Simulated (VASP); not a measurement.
LaFeGe, 3 atoms in the cell. It takes space group P-6m2 (No. 187, hexagonal). Conventional cell: a = 4.232 Å, b = 4.232 Å, c = 4.286 Å, α = 90.00°, β = 90.00°, γ = 120.00°. La (site symmetry -6m2) has 6 Ge at 3.25 Å and 6 Fe at 3.25 Å and 8 La at 4.23 to 4.29 Å within 4.3 Å. Ge (site symmetry -6m2) has 3 Fe at 2.44 Å within 3.2 Å. Fe (site symmetry -6m2) has 3 Ge at 2.44 Å within 3.2 Å. 

```yaml
Program: VASP 6.6.1
Task: single point
Functional: PBE
Potentials_or_basis: VASP PAW PBE potentials, release 64 (La, Ge_d, Fe)
Cutoff: 520 eV
k_mesh: 6 × 6 × 5
Occupations: fermi-dirac, width 0.05 eV
Spin: collinear spin, ferromagnetic start
Starting_moments: "[0.0, 0.0, 1.5] μB"
Fixed_moment: 1.5 μB
Dipole_correction: no
Further_INCAR_settings: ALGO = Normal; EDIFF = 1e-07; NBANDS = 28
```

Potentials or basis: VASP PAW PBE potentials, release 64 (La, Ge_d, Fe).

Command:

```console
$ cat potpaw_PBE.64/La/POTCAR potpaw_PBE.64/Ge_d/POTCAR potpaw_PBE.64/Fe/POTCAR > POTCAR
$ mpirun -np 1 vasp_std > vasp.out
```

Hardware: 1 thread of Intel(R) Xeon(R) Platinum 8488C (Sapphire Rapids), with other jobs on the host.

Q: Estimate the wall time of this run.

A: Run time: 85 s on 1 thread of Intel(R) Xeon(R) Platinum 8488C (Sapphire Rapids), with other jobs on the host, peak memory 0.25 GiB. Counts: scf iterations 21, k points 21.
